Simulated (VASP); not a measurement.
# Ba2MgSb2 (P-3m1) in VASP: further runs

The runs below take Ba2MgSb2 through single point, relaxation of cell and atoms, with PBE.

Everything below comes from runs of VASP 6.6.1. Logs are shortened: lines on timing, memory, paths and dates and some standing lists are left out, and cuts for length are marked.

## Step 1: The cell of the first run

The structure is trigonal, space group P-3m1 (No. 164). The conventional cell has a = 5.602 Å, b = 5.602 Å, c = 7.317 Å, α = 90.00°, β = 90.00°, γ = 120.00°. Within 4.4 Å of Ba (site symmetry 3m) lie 5 Sb at 3.32 to 3.77 Å and 3 Mg at 3.88 Å. Mg (site symmetry -3m) has 6 Sb at 3.53 Å and 6 Ba at 3.88 Å within 4.6 Å. Within 4.4 Å of Sb (site symmetry 3m) lie 5 Ba at 3.32 to 3.77 Å and 3 Mg at 3.53 Å and 3 Sb at 4.29 Å.

## Step 2: Single point, PBE

INCAR reads:

```
SYSTEM = Ba2MgSb2
ALGO = Fast ; EDIFF = 1E-6
ENCUT = 520 ; GGA = PE
ISIF = 2 ; ISMEAR = 0
LASPH = .True. ; LCHARG = .False.
LREAL = .False. ; LWAVE = .False.
NBANDS = 24 ; NELM = 60
PREC = Accurate ; SIGMA = 0.1
```

KPOINTS reads:

```
k-points
0
Gamma
  6 6 2
  0 0 0
```

POSCAR reads:

```
Ba2MgSb2
1.0
    5.6018333170      0.0000000001      0.0000000000
   -2.8009166586      4.8513299603      0.0000000000
    0.0000000000      0.0000000000      7.3165537819
Ba Mg Sb
2 1 2
Direct
    0.3333333333      0.6666666667      0.7080070182
    0.6666666667      0.3333333333      0.2919929818
    0.0000000000      0.0000000000      0.0000000000
    0.3333333333      0.6666666667      0.1925272572
    0.6666666667      0.3333333333      0.8074727428
```

Potentials or basis: VASP PAW PBE potentials, release 64 (Ba_sv, Mg, Sb).

The run is started by

```
$ cat potpaw_PBE.64/Ba_sv/POTCAR potpaw_PBE.64/Mg/POTCAR potpaw_PBE.64/Sb/POTCAR > POTCAR
$ mpirun -np 1 vasp_std > vasp.out
```

OUTCAR:

```text
SYSTEM = Ba2MgSb2
   EDIFF = 1E-6
   ENCUT = 520
   GGA = PE
   ISIF = 2
   ISMEAR = 0
   LASPH = .True.
   LREAL = .False.
   NELM = 60
   PREC = Accurate

 ion  position               nearest neighbor table
   1  0.333  0.667  0.708-   5 3.32   5 3.32   5 3.32   4 3.55   4 3.77   3 3.88   3 3.88   3 3.88
                             2 4.44   2 4.44   2 4.44
   2  0.667  0.333  0.292-   4 3.32   4 3.32   4 3.32   5 3.55   5 3.77   3 3.88   3 3.88   3 3.88
                             1 4.44   1 4.44   1 4.44
   3  0.000  0.000  0.000-   4 3.53   5 3.53   5 3.53   4 3.53   5 3.53   4 3.53   1 3.88   2 3.88
                             1 3.88   2 3.88   2 3.88   1 3.88
   4  0.333  0.667  0.193-   2 3.32   2 3.32   2 3.32   3 3.53   3 3.53   3 3.53   1 3.55   1 3.77

   5  0.667  0.333  0.807-   1 3.32   1 3.32   1 3.32   3 3.53   3 3.53   3 3.53   2 3.55   2 3.77

  LATTYP: Found a hexagonal cell.
 ALAT       =     5.6018333170
 C/A-ratio  =     1.3060998726

  Lattice vectors:

 A1 = (   5.6018333170,   0.0000000001,   0.0000000000)
 A2 = (  -2.8009166586,   4.8513299603,   0.0000000000)
 A3 = (   0.0000000000,   0.0000000000,   7.3165537819)

Analysis of symmetry for initial positions (statically):
=====================================================================
 Subroutine PRICEL returns:
 Original cell was already a primitive cell.

 Routine SETGRP: Setting up the symmetry group for a
 hexagonal supercell.

 Subroutine GETGRP returns: Found 12 space group operations
 (whereof 12 operations were pure point group operations)
 out of a pool of 24 trial point group operations.

The static configuration has the point symmetry D_3d.

Analysis of symmetry for dynamics (positions and initial velocities):
=====================================================================
 Subroutine PRICEL returns:
 Original cell was already a primitive cell.

 Routine SETGRP: Setting up the symmetry group for a
 hexagonal supercell.

 Subroutine GETGRP returns: Found 12 space group operations
 (whereof 12 operations were pure point group operations)
 out of a pool of 24 trial point group operations.

The dynamic configuration has the point symmetry D_3d.

 Subroutine INISYM returns: Found 12 space group operations
 (whereof 12 operations are pure point group operations),
 and found     1 'primitive' translations

----------------------------------------------------------------------------------------

                                     Primitive cell

  volume of cell :     198.8372

[... 86 lines left out ...]
   NSW    =      0    number of steps for IOM
   IBRION =     -1    ionic relax: 0-MD 1-quasi-New 2-CG
   NFREE  =      0    steps in history (QN), initial steepest desc. (CG)
   ISIF   =      2    stress and relaxation
   ISYM   =      2    0-nonsym 1-usesym 2-fastsym
   POTIM  = 0.5000    time-step for ionic-motion
   TEBEG  =    0.0;   TEEND  =   0.0 temperature during run
   PSTRESS=    0.0 pullay stress
   NELECT =      32.0000    total number of electrons
   NUPDOWN=      -1.0000    fix difference up-down
   EMIN   =  10.00;   EMAX   =-10.00  energy-range for DOS
   EFERMI =   0.00;   METHOD = LEGACY
   ISMEAR =     0;   SIGMA  =   0.10  broadening in eV -4-tet -1-fermi 0-gaus
   EFERMI_NEDOS =   21; number of points for ismear=-14 and -15
   IALGO  =     68    algorithm
   IMIX   =      4    mixing-type and parameters
     AMIX     =   0.40;   BMIX     =  1.00
     AMIX_MAG =   1.60;   BMIX_MAG =  1.00
  volume/ion in A,a.u.               =      39.77       268.36
  Fermi-wavevector in a.u.,A,eV,Ry     =   0.890483  1.682769 10.788876  0.792960
  Thomas-Fermi vector in A             =   2.012179
   LORBIT       =      0    0 simple, 1 ext, 2 COOP (PROOUT), +10 PAW based schemes
   GGA     = PE    functional components
   LHFCALC =     F    Hartree Fock is set to
   AEXX    =    0.0000 exact exchange contribution
   IVDW    =     0    specifies the selected vdW correction
   LEPSILON=     F    determine dielectric tensor
   LRPA    =     F    only Hartree local field effects (RPA)
 non-spin polarized calculation
 RMM-DIIS sequential band-by-band and
 Gauss-broadening in eV      SIGMA  =   0.10
  energy-cutoff  :      520.00
  volume of cell :      198.84
 maximum number of plane-waves:      5391
 NGX is ok and might be reduce to    42
   NGX = 21   NGY = 21   NGZ = 27

 number of electron      31.9999996 magnetization

 Free energy of the ion-electron system (eV)
  ---------------------------------------------------
  ext. energy  EPLUGINS =         0.00000000
  ---------------------------------------------------
  free energy    TOTEN  =       -16.79793346 eV

  energy without entropy =      -16.79387472  energy(sigma->0) =      -16.79590409

 E-fermi :   2.9949     XC(G=0):  -8.1932

 val. band max:        2.9321146758   @ k =   0.1667   0.0000   0.0000
 cond. band min:       3.0512906329   @ k =   0.0000   0.0000   0.0000
 fundamental gap:      0.1191759571
 Fermi energy:         2.9948896278

 k-point     1 :       0.0000    0.0000    0.0000
  band No.  band energies     occupation
      1     -24.9133      2.00000
      2     -24.8861      2.00000
      3     -10.3070      2.00000
      4     -10.2373      2.00000
      5     -10.2373      2.00000
      6     -10.1440      2.00000
[... 367 lines left out ...]
     23       6.3068      0.00000
     24       6.7699      0.00000

------------------------ aborting loop because EDIFF is reached ----------------------------------------

  FORCE on cell =-STRESS in cart. coord.  units (eV):
  Direction    XX          YY          ZZ          XY          YZ          ZX
  --------------------------------------------------------------------------------------
  -------------------------------------------------------------------------------------
  Total        0.3933665      0.3933665      0.1492528     -0.0000000      0.0000000      0.0000000
  in kB        3.1696431      3.1696431      1.2026396     -0.0000000      0.0000000      0.0000000
  external PRESSURE =       2.5139753 kB  Pullay stress =       0.0000000 kB

 VOLUME and BASIS-vectors are now :
 -----------------------------------------------------------------------------
  energy-cutoff  :      520.00
  volume of cell :      198.84
      direct lattice vectors                 reciprocal lattice vectors
     5.601833317  0.000000000  0.000000000     0.178512987  0.103064521  0.000000000
    -2.800916659  4.851329960  0.000000000    -0.000000000  0.206129043  0.000000000
     0.000000000  0.000000000  7.316553782     0.000000000  0.000000000  0.136676368

 POSITION                                       TOTAL-FORCE (eV/Angst)
 -----------------------------------------------------------------------------------
     -0.00000      3.23422      5.18017        -0.000000      0.000000     -0.012156
      2.80092      1.61711      2.13638         0.000000     -0.000000      0.012156
      0.00000      0.00000      0.00000        -0.000000      0.000000      0.000000
     -0.00000      3.23422      1.40864         0.000000     -0.000000      0.007760
      2.80092      1.61711      5.90792        -0.000000      0.000000     -0.007760
 -----------------------------------------------------------------------------------
    total drift:                               -0.000000      0.000000      0.000000

  FREE ENERGIE OF THE ION-ELECTRON SYSTEM (eV)
  ---------------------------------------------------
  free  energy   TOTEN  =       -16.7979334580 eV

  energy  without entropy=      -16.7938747171  energy(sigma->0) =      -16.79590409
```

OSZICAR:

```text
N       E                     dE             d eps       ncg     rms          rms(c)
DAV:   1     0.223408626622E+03    0.22341E+03   -0.11957E+04   672   0.107E+03
DAV:   2     0.309827932636E+01   -0.22031E+03   -0.21030E+03   968   0.207E+02
DAV:   3    -0.168346125862E+02   -0.19933E+02   -0.19724E+02   888   0.709E+01
DAV:   4    -0.178308556513E+02   -0.99624E+00   -0.99522E+00  1040   0.122E+01
DAV:   5    -0.178468448091E+02   -0.15989E-01   -0.15988E-01   912   0.177E+00    0.616E+00
RMM:   6    -0.169090971426E+02    0.93775E+00   -0.10856E+00   675   0.273E+00    0.361E+00
RMM:   7    -0.168001068192E+02    0.10899E+00   -0.93732E-01   792   0.273E+00    0.121E+00
RMM:   8    -0.168029196203E+02   -0.28128E-02   -0.16352E-01   772   0.165E+00    0.411E-01
RMM:   9    -0.167966778682E+02    0.62418E-02   -0.55521E-02   937   0.862E-01    0.198E-01
RMM:  10    -0.167982117577E+02   -0.15339E-02   -0.16472E-02  1087   0.403E-01    0.132E-01
RMM:  11    -0.167979192314E+02    0.29253E-03   -0.24210E-03  1053   0.190E-01    0.568E-02
RMM:  12    -0.167978861199E+02    0.33111E-04   -0.12596E-03  1003   0.119E-01    0.152E-02
RMM:  13    -0.167979193269E+02   -0.33207E-04   -0.34668E-04  1114   0.627E-02    0.192E-02
RMM:  14    -0.167979315968E+02   -0.12270E-04   -0.99911E-05  1113   0.310E-02    0.144E-02
RMM:  15    -0.167979298708E+02    0.17260E-05   -0.78848E-05   926   0.251E-02    0.685E-03
RMM:  16    -0.167979319529E+02   -0.20821E-05   -0.31538E-05   963   0.146E-02    0.288E-03
RMM:  17    -0.167979329269E+02   -0.97394E-06   -0.12556E-05   764   0.827E-03    0.933E-04
RMM:  18    -0.167979334580E+02   -0.53110E-06   -0.59425E-06   665   0.525E-03
   1 F= -.16797933E+02 E0= -.16795904E+02  d E =-.405874E-02
```

stdout:

```text
POSCAR found type information on POSCAR BaMgSb
 POSCAR found :  3 types and       5 ions
 scaLAPACK will be used
 LDA part: xc-table for (Slater+PW92), standard interpolation
 POSCAR, INCAR and KPOINTS ok, starting setup
 FFT: planning ... GRIDC
 FFT: planning ... GRID_SOFT
 FFT: planning ... GRID
 WAVECAR not read
 entering main loop
WARNING in EDDRMM: call to ZHEGV failed, returncode =   6  3     12
WARNING in EDDRMM: call to ZHEGV failed, returncode =   6  3     15
```

Run time: 2.7 min. Hardware: 1 thread of AMD EPYC 7R43 (Zen 3), shared host; peak memory 0.3 GiB.

What came out:

```
Free energy            : -16.7979 eV
Pressure               : 0.3 GPa
Largest force          : 0.012 eV/Å
Band gap on the k mesh : zero (band 16 reaches 2.93 eV, above the bottom of band 17 at 2.90 eV)
```

Forces on the atoms (eV/Å):
```
Ba   0.000  0.000 -0.012
Ba   0.000  0.000  0.012
Mg   0.000  0.000  0.000
Sb   0.000  0.000  0.008
Sb   0.000  0.000 -0.008
```

Levels at points of the mesh, in eV from the Fermi level:
```csv
k point,band 12,band 13,band 14,band 15,band 16,band 17,band 18,band 19,band 20,band 21
"(0.00, 0.00, 0.00)",-1.49,-1.49,-1.48,-1.48,-0.41,0.06,1.55,1.55,1.83,2.31
"(0.50, 0.00, 0.00)",-1.63,-1.62,-1.24,-0.55,-0.35,0.65,1.52,1.55,1.99,2.67
"(0.00, 0.00, 0.50)",-1.71,-1.71,-1.43,-1.43,-1.30,-0.10,1.52,2.44,2.44,2.69
"(0.50, 0.00, 0.50)",-2.25,-1.74,-1.35,-1.08,-0.28,0.89,1.49,2.14,2.19,2.49
```

Caveat: the k points lie up to 0.43 Å⁻¹ apart; spin-orbit coupling is left out, which moves the levels of the heavy elements.

## Step 3: Relaxation of cell and atoms, PBE

This run uses another cell than the first one, of 33.29 Å³/atom, 0.837 times its volume.

INCAR reads:

```
PREC     = Accurate       # precision mode
ENCUT    = 600            # plane-wave cutoff, eV
EDIFF    = 1E-6           # SCF threshold, eV
ISMEAR   = 0              # smearing method
SIGMA    = 0.1            # smearing width, eV
LREAL    = False          # projectors in reciprocal space
LASPH    = True           # aspherical terms in the spheres
NELM     = 80             # most SCF steps
ALGO     = Normal         # electronic algorithm
ISIF     = 3              # what is computed and relaxed
LWAVE    = False          # write WAVECAR
LCHARG   = False          # write CHGCAR
GGA      = PE             # functional
IBRION   = 2              # ionic algorithm
NSW      = 90             # ionic steps
EDIFFG   = -0.04          # ionic threshold
```

KPOINTS reads:

```
regular mesh
0
Gamma
  6 6 2
```

POSCAR reads:

```
Ba2MgSb2
1.0
    4.9665912916      0.0000000000      0.0000000000
   -2.4832956459      4.3011942287      0.0000000000
    0.0000000000      0.0000000000      7.7914483228
Ba Mg Sb
2 1 2
Direct
    0.3333333333      0.6666666667      0.6444000000
    0.6666666667      0.3333333333      0.3556000000
    0.0000000000      0.0000000000      0.0000000000
    0.3333333333      0.6666666667      0.2599000000
    0.6666666667      0.3333333333      0.7401000000
```

Potentials or basis: VASP PAW PBE potentials, release 64 (Ba_sv, Mg, Sb).

The run is started by

```
$ cat potpaw_PBE.64/Ba_sv/POTCAR potpaw_PBE.64/Mg/POTCAR potpaw_PBE.64/Sb/POTCAR > POTCAR
$ mpirun -np 1 vasp_std > vasp.out
```

Wall time 11 min (1 thread of Intel Xeon Platinum 8488C (Sapphire Rapids), shared host); peak memory 0.37 GiB.

Results (log left out):

```
Free energy                            : -16.7990 eV
Relaxed volume                         : 40.03 Å³/atom
Relaxed cell                           : a = 5.618 Å, b = 5.618 Å, c = 7.322 Å, α = 90.00°, β = 90.00°, γ = 120.00°
Space group after relaxing (to 0.05 Å) : P-3m1 (No. 164)
Energy gained by relaxing              : 791.1 meV/atom
Ionic steps                            : 24
Pressure after relaxing                : 0.1 GPa
Largest force after relaxing           : 0.006 eV/Å
Band gap on the k mesh                 : zero (band 16 reaches 2.89 eV, above the bottom of band 17 at 2.84 eV)
```

Forces in eV/Å, atoms in the order of the input:
```
Ba   0.000  0.000 -0.005
Ba   0.000  0.000  0.005
Mg   0.000  0.000  0.000
Sb   0.000  0.000  0.006
Sb   0.000  0.000 -0.006
```

Stress tensor (GPa, compression positive):
```
0.12 0.00 0.00
0.00 0.12 0.00
0.00 0.00 0.00
```

The path:
```tsv
step	energy change (eV)	largest force (eV/Å)	pressure (GPa)	volume (Å³)
1	0.0000	4.5690	14.65	166.44
2	-2.7432	0.5759	-2.64	251.01
3	-2.9157	0.8866	-0.80	227.37
4	-3.0804	0.8677	-0.67	221.91
5	-3.5000	0.7731	0.04	205.77
6	-3.5934	0.1041	4.45	174.52
7	-3.6971	0.6941	1.35	191.75
8	-3.7092	0.4088	3.23	179.51
9	-3.7396	0.5596	2.30	184.69
10	-3.8584	0.3688	1.39	188.71
11	-3.8952	0.2369	0.65	193.45
12	-3.8967	0.1778	0.75	192.66
13	-3.9197	0.2106	0.32	195.55
14	-3.9278	0.2360	-0.20	199.52
15	-3.9281	0.2333	-0.13	198.93
16	-3.9327	0.2008	-0.04	198.52
17	-3.9393	0.1039	0.25	197.30
18	-3.9436	0.0887	0.15	198.25
19	-3.9506	0.0486	-0.14	201.11
20	-3.9510	0.0586	-0.23	202.02
21	-3.9536	0.0689	-0.07	201.14
22	-3.9539	0.0740	-0.01	200.82
23	-3.9546	0.0550	0.01	200.64
24	-3.9554	0.0056	0.08	200.17
```

Final structure:
```
Ba Mg Sb
1.0
     5.61848    0.00000    0.00000
    -2.80924    4.86575    0.00000
     0.00000    0.00000    7.32217
Ba Mg Sb
2 1 2
Direct
  0.33333 0.66667 0.70865
  0.66667 0.33333 0.29135
  0.00000 0.00000 0.00000
  0.33333 0.66667 0.19328
  0.66667 0.33333 0.80672
```

Levels at points of the mesh, in eV from the Fermi level:
```
           k point  band 12  band 13  band 14  band 15  band 16  band 17  band 18  band 19  band 20
(0.00, 0.00, 0.00)    -1.48    -1.48    -1.47    -1.47    -0.42     0.06     1.56     1.56     1.82
(0.50, 0.00, 0.00)    -1.63    -1.61    -1.23    -0.55    -0.35     0.64     1.50     1.56     1.98
(0.00, 0.00, 0.50)    -1.69    -1.69    -1.42    -1.42    -1.30    -0.11     1.51     2.45     2.45
(0.50, 0.00, 0.50)    -2.24    -1.73    -1.34    -1.08    -0.29     0.87     1.49     2.15     2.20
```

Caveat: the k points lie up to 0.43 Å⁻¹ apart in the final cell; the volume moved by over 15 % at a fixed basis, so the end points are rough; spin-orbit coupling is left out, which moves the levels of the heavy elements.
